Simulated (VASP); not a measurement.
# Os (P6_3/mmc) in VASP: a series of runs

Os is run at these levels: LDA; tasks: single point.

All numbers are computed with VASP 6.6.1; they aren't measurements. Logs are shortened: lines on timing, memory, paths and dates and some standing lists are left out, and cuts for length are marked.

## 1. The cell of the first run

It takes space group P6_3/mmc (No. 194, hexagonal). Conventional cell: a = 2.703 Å, b = 2.703 Å, c = 4.280 Å, α = 90.00°, β = 90.00°, γ = 120.00°. Within 3.5 Å of Os (site symmetry -6m2) lie 12 Os at 2.65 to 2.70 Å.

## 2. Single point, LDA

Input file INCAR:

```
SYSTEM = Os
ALGO = Normal ; EDIFF = 1E-6
ENCUT = 600 ; GGA_COMPAT = .FALSE.
ISIF = 2 ; ISMEAR = 1
LASPH = .TRUE. ; LCHARG = .FALSE.
LREAL = .FALSE. ; LWAVE = .FALSE.
NBANDS = 15 ; NELM = 120
PREC = Accurate ; SIGMA = 0.05
```

Input file KPOINTS:

```
k-points
0
G
  9 9 5
  0 0 0
```

Input file POSCAR:

```
Os
1.0
    2.7027191428      0.0000000000      0.0000000000
   -1.3513595714      2.3406234370      0.0000000000
    0.0000000000      0.0000000000      4.2801207062
Os
2
Direct
    0.3333333333      0.6666666667      0.2500000000
    0.6666666667      0.3333333333      0.7500000000
```

Potentials or basis: VASP PAW LDA potentials, release 64 (Os).

Started as:

```
> cat potpaw_LDA.64/Os/POTCAR > POTCAR
> mpirun -np 1 vasp_std > vasp.out
```

OUTCAR:

```text
SYSTEM = Os
   EDIFF = 1E-6
   ENCUT = 600
   ISIF = 2
   ISMEAR = 1
   LASPH = .TRUE.
   LREAL = .FALSE.
   NELM = 120
   PREC = Accurate

 ion  position               nearest neighbor table
   1  0.333  0.667  0.250-   2 2.65   2 2.65   2 2.65   2 2.65   2 2.65   2 2.65
   2  0.667  0.333  0.750-   1 2.65   1 2.65   1 2.65   1 2.65   1 2.65   1 2.65

  LATTYP: Found a hexagonal cell.
 ALAT       =     2.7027191428
 C/A-ratio  =     1.5836350283

  Lattice vectors:

 A1 = (   2.7027191428,   0.0000000000,   0.0000000000)
 A2 = (  -1.3513595714,   2.3406234370,   0.0000000000)
 A3 = (   0.0000000000,   0.0000000000,   4.2801207062)

Analysis of symmetry for initial positions (statically):
=====================================================================
 Subroutine PRICEL returns:
 Original cell was already a primitive cell.

 Routine SETGRP: Setting up the symmetry group for a
 hexagonal supercell.

 Subroutine GETGRP returns: Found 24 space group operations
 (whereof 12 operations were pure point group operations)
 out of a pool of 24 trial point group operations.

The static configuration has the point symmetry D_3d.
 The point group associated with its full space group is D_6h.

Analysis of symmetry for dynamics (positions and initial velocities):
=====================================================================
 Subroutine PRICEL returns:
 Original cell was already a primitive cell.

 Routine SETGRP: Setting up the symmetry group for a
 hexagonal supercell.

 Subroutine GETGRP returns: Found 24 space group operations
 (whereof 12 operations were pure point group operations)
 out of a pool of 24 trial point group operations.

The dynamic configuration has the point symmetry D_3d.
 The point group associated with its full space group is D_6h.

 Subroutine INISYM returns: Found 24 space group operations
 (whereof 12 operations are pure point group operations),
 and found     1 'primitive' translations

----------------------------------------------------------------------------------------

                                     Primitive cell

  volume of cell :      27.0762

  direct lattice vectors                    reciprocal lattice vectors
     2.702719143  0.000000000  0.000000000     0.369997749  0.213618300  0.000000000
    -1.351359571  2.340623437  0.000000000     0.000000000  0.427236600  0.000000000
     0.000000000  0.000000000  4.280120706     0.000000000  0.000000000  0.233638271

  length of vectors
     2.702719143  2.702719143  4.280120706     0.427236600  0.427236600  0.233638271

  position of ions in fractional coordinates (direct lattice)
     0.333333333  0.666666667  0.250000000
     0.666666667  0.333333333  0.750000000

  ion indices of the primitive-cell ions
   primitive index   ion index
                 1           1
                 2           2

----------------------------------------------------------------------------------------

 KPOINTS: k-points

Automatic generation of k-mesh.
 Grid dimensions read from file:
 generate k-points for:    9    9    5

 Generating k-lattice:

  Cartesian coordinates                     Fractional coordinates (reciprocal lattice)
     0.041110861  0.023735367  0.000000000     0.111111111  0.000000000  0.000000000
     0.000000000  0.047470733  0.000000000     0.000000000  0.111111111  0.000000000
     0.000000000  0.000000000  0.046727654     0.000000000  0.000000000  0.200000000

  Length of vectors
     0.047470733  0.047470733  0.046727654

  Shift w.r.t. Gamma in fractional coordinates (k-lattice)
     0.000000000  0.000000000  0.000000000

 Subroutine IBZKPT returns following result:
 ===========================================

 Found     36 irreducible k-points:

 Following reciprocal coordinates:
            Coordinates               Weight
  0.000000  0.000000  0.000000      1.000000
  0.111111 -0.000000  0.000000      6.000000
  0.222222 -0.000000  0.000000      6.000000
  0.333333 -0.000000  0.000000      6.000000
  0.444444 -0.000000  0.000000      6.000000
  0.111111  0.111111  0.000000      6.000000
[... 16 lines left out ...]
  0.333333  0.222222  0.200000     24.000000
  0.333333  0.333333  0.200000      4.000000
 [... further k-points ...]
   k-points           NKPTS =     36   k-points in BZ     NKDIM =     36   number of bands    NBANDS=     15
   number of dos      NEDOS =    301   number of ions     NIONS =      2
   total plane-waves  NPLWV =  20736
   dimension x,y,z NGX =    24 NGY =   24 NGZ =   36
   dimension x,y,z NGXF=    48 NGYF=   48 NGZF=   72
   ions per type =               2
   NGX,Y,Z   is equivalent  to a cutoff of  14.76, 14.76, 13.98 a.u.
   NGXF,Y,Z  is equivalent  to a cutoff of  29.53, 29.53, 27.97 a.u.
 SYSTEM =  Os
   PREC   = accura    normal or accurate (medium, high low for compatibility)
   ISTART =      0    job   : 0-new  1-cont  2-samecut
   ICHARG =      2    charge: 1-file 2-atom 10-const
   ISPIN  =      1    spin polarized calculation?
   LNONCOLLINEAR =      F non collinear calculations
   LSORBIT =      F    spin-orbit coupling
   LASPH  =      T    aspherical Exc in radial PAW
   ENCUT  =  600.0 eV  44.10 Ry    6.64 a.u.   5.40  5.40  8.55*2*pi/ulx,y,z
   NELM   =    120;   NELMIN=  2; NELMDL= -5     # of ELM steps
   EDIFF  = 0.1E-05   stopping-criterion for ELM
   LREAL  =      F    real-space projection
   EDIFFG = 0.1E-04   stopping-criterion for IOM
   NSW    =      0    number of steps for IOM
   IBRION =     -1    ionic relax: 0-MD 1-quasi-New 2-CG
   NFREE  =      0    steps in history (QN), initial steepest desc. (CG)
   ISIF   =      2    stress and relaxation
   ISYM   =      2    0-nonsym 1-usesym 2-fastsym
   POTIM  = 0.5000    time-step for ionic-motion
   TEBEG  =    0.0;   TEEND  =   0.0 temperature during run
   PSTRESS=    0.0 pullay stress
   NELECT =      16.0000    total number of electrons
   NUPDOWN=      -1.0000    fix difference up-down
   EMIN   =  10.00;   EMAX   =-10.00  energy-range for DOS
   EFERMI =   0.00;   METHOD = LEGACY
   ISMEAR =     1;   SIGMA  =   0.05  broadening in eV -4-tet -1-fermi 0-gaus
   EFERMI_NEDOS =   21; number of points for ismear=-14 and -15
   IALGO  =     38    algorithm
   IMIX   =      4    mixing-type and parameters
     AMIX     =   0.40;   BMIX     =  1.00
     AMIX_MAG =   1.60;   BMIX_MAG =  1.00
  volume/ion in A,a.u.               =      13.54        91.36
  Fermi-wavevector in a.u.,A,eV,Ry     =   1.373785  2.596077 25.678062  1.887284
  Thomas-Fermi vector in A             =   2.499270
   LORBIT       =      0    0 simple, 1 ext, 2 COOP (PROOUT), +10 PAW based schemes
   GGA     = CA    functional components
   LHFCALC =     F    Hartree Fock is set to
   AEXX    =    0.0000 exact exchange contribution
   IVDW    =     0    specifies the selected vdW correction
   LEPSILON=     F    determine dielectric tensor
   LRPA    =     F    only Hartree local field effects (RPA)
 non-spin polarized calculation
 Methfessel and Paxton  Order N= 1 SIGMA  =   0.05
  energy-cutoff  :      600.00
  volume of cell :       27.08
 maximum number of plane-waves:       929
 NGX is ok and might be reduce to    24
   NGX = 11   NGY = 11   NGZ = 17

 number of electron      16.0000000 magnetization

 Free energy of the ion-electron system (eV)
  ---------------------------------------------------
  ext. energy  EPLUGINS =         0.00000000
  ---------------------------------------------------
  free energy    TOTEN  =       -25.32988632 eV

  energy without entropy =      -25.32890807  energy(sigma->0) =      -25.32956023

 E-fermi :  10.1180     XC(G=0): -14.3639

 val. band max:       10.0979274360   @ k =   0.1111   0.1111   0.4000
 cond. band min:      10.1271451384   @ k =   0.1111  -0.0000   0.4000
 fundamental gap:      0.0292177024
 Fermi energy:        10.1179687010

 k-point     1 :       0.0000    0.0000    0.0000
  band No.  band energies     occupation
      1      -1.2614      2.00000
      2       1.8188      2.00000
      3       6.6817      2.00000
      4       6.6817      2.00000
      5       6.9258      2.00000
      6       7.5609      2.00000
      7       7.5609      2.00000
      8       8.2878      2.00000
      9       8.2878      2.00000
     10      10.0329      2.03689
     11      11.6771      0.00000
     12      11.6771      0.00000
     13      19.3556      0.00000
     14      24.0096      0.00000
     15      26.7196      0.00000

 k-point     2 :       0.1111   -0.0000    0.0000
  band No.  band energies     occupation
      1      -0.7493      2.00000
      2       2.2633      2.00000
      3       5.9407      2.00000
      4       7.1407      2.00000
      5       7.2330      2.00000
      6       7.5025      2.00000
      7       7.6062      2.00000
      8       7.9389      2.00000
      9       7.9903      2.00000
     10       8.6867      2.00000
     11      11.9163      0.00000
     12      13.9379      0.00000
     13      19.3053      0.00000
     14      25.0479      0.00000
     15      27.3507      0.00000

 k-point     3 :       0.2222   -0.0000    0.0000
  band No.  band energies     occupation
      1       0.5840      2.00000
      2       3.0711      2.00000
      3       5.3237      2.00000
      4       5.5781      2.00000
      5       6.7372      2.00000
      6       7.2344      2.00000
      7       8.0229      2.00000
      8       8.4424      2.00000
      9       8.7127      2.00000
     10       9.1933      2.00000
     11      12.3329      0.00000
     12      17.0108      0.00000
     13      18.9845      0.00000
     14      25.4035      0.00000
     15      26.7558      0.00000

 k-point     4 :       0.3333   -0.0000    0.0000
  band No.  band energies     occupation
      1       1.9803      2.00000
      2       2.8992      2.00000
      3       4.0674      2.00000
      4       5.8248      2.00000
      5       6.6004      2.00000
      6       7.1046      2.00000
      7       7.5410      2.00000
      8      10.2908     -0.00001
      9      10.5727     -0.00000
     10      10.8722     -0.00000
     11      12.6260      0.00000
     12      18.6387      0.00000
     13      19.9106      0.00000
     14      21.4189      0.00000
     15      24.7681      0.00000
[... 307 lines left out ...]
 k-point    22 :       0.2222    0.2222    0.2000
  band No.  band energies     occupation
      1       3.0481      2.00000
      2       3.5226      2.00000
      3       4.4204      2.00000
      4       4.7425      2.00000
      5       6.4088      2.00000
      6       6.8739      2.00000
      7       7.2381      2.00000
      8       9.7631      2.00000
      9      11.1764      0.00000
     10      12.0652      0.00000
     11      13.3791      0.00000
     12      17.5420      0.00000
     13      19.7586      0.00000
     14      21.8157      0.00000
     15      24.1795      0.00000

 k-point    23 :       0.3333    0.2222    0.2000
  band No.  band energies     occupation
      1       3.0113      2.00000
      2       3.9681      2.00000
      3       4.2180      2.00000
      4       4.8721      2.00000
      5       6.1455      2.00000
      6       7.0231      2.00000
      7       8.1183      2.00000
      8      10.7080     -0.00000
      9      11.1785      0.00000
     10      12.4454      0.00000
     11      15.1524      0.00000
     12      16.8256      0.00000
     13      19.6081      0.00000
     14      20.3581      0.00000
     15      23.4858      0.00000

 k-point    24 :       0.3333    0.3333    0.2000
  band No.  band energies     occupation
      1       3.4367      2.00000
      2       4.1606      2.00000
      3       4.1606      2.00000
      4       5.1566      2.00000
      5       6.3268      2.00000
      6       6.3268      2.00000
      7       8.3681      2.00000
      8      10.7695     -0.00000
      9      11.5715      0.00000
     10      11.5715      0.00000
     11      16.1176      0.00000
     12      16.1176      0.00000
     13      18.6761      0.00000
     14      23.2374      0.00000
     15      23.2374      0.00000

 [... further k-points ...]

------------------------ aborting loop because EDIFF is reached ----------------------------------------

  FORCE on cell =-STRESS in cart. coord.  units (eV):
  Direction    XX          YY          ZZ          XY          YZ          ZX
  --------------------------------------------------------------------------------------
  -------------------------------------------------------------------------------------
  Total        1.0907177      1.0907177      1.0708909     -0.0000000      0.0000000      0.0000000
  in kB       64.5408200     64.5408200     63.3676096     -0.0000000      0.0000000      0.0000000
  external PRESSURE =      64.1497499 kB  Pullay stress =       0.0000000 kB

 VOLUME and BASIS-vectors are now :
 -----------------------------------------------------------------------------
  energy-cutoff  :      600.00
  volume of cell :       27.08
      direct lattice vectors                 reciprocal lattice vectors
     2.702719143  0.000000000  0.000000000     0.369997749  0.213618300  0.000000000
    -1.351359571  2.340623437  0.000000000     0.000000000  0.427236600  0.000000000
     0.000000000  0.000000000  4.280120706     0.000000000  0.000000000  0.233638271

 POSITION                                       TOTAL-FORCE (eV/Angst)
 -----------------------------------------------------------------------------------
     -0.00000      1.56042      1.07003         0.000000     -0.000000      0.000000
      1.35136      0.78021      3.21009        -0.000000      0.000000      0.000000
 -----------------------------------------------------------------------------------
    total drift:                                0.000000     -0.000000     -0.000000

  FREE ENERGIE OF THE ION-ELECTRON SYSTEM (eV)
  ---------------------------------------------------
  free  energy   TOTEN  =       -25.3298863187 eV

  energy  without entropy=      -25.3289080658  energy(sigma->0) =      -25.32956023
```

Run time: 22 s. Hardware: 1 thread of Intel Xeon 8259CL, shared host; peak memory 0.15 GiB.

Results:

- Free energy: -25.3299 eV
- Pressure: 6.4 GPa
- Band gap on the k mesh: zero (bands 8 and 9 overlap by 4.05 eV)

Stress tensor (GPa, compression positive):
```
6.45 0.00 0.00
0.00 6.45 0.00
0.00 0.00 6.34
```

Caveat: the cell stands under pressure; spin-orbit coupling is left out, which moves the levels of the heavy elements.

(Continued in part 2 of 2.)

The gap in the log of VASP goes by the Fermi energy; the results here count the filled bands.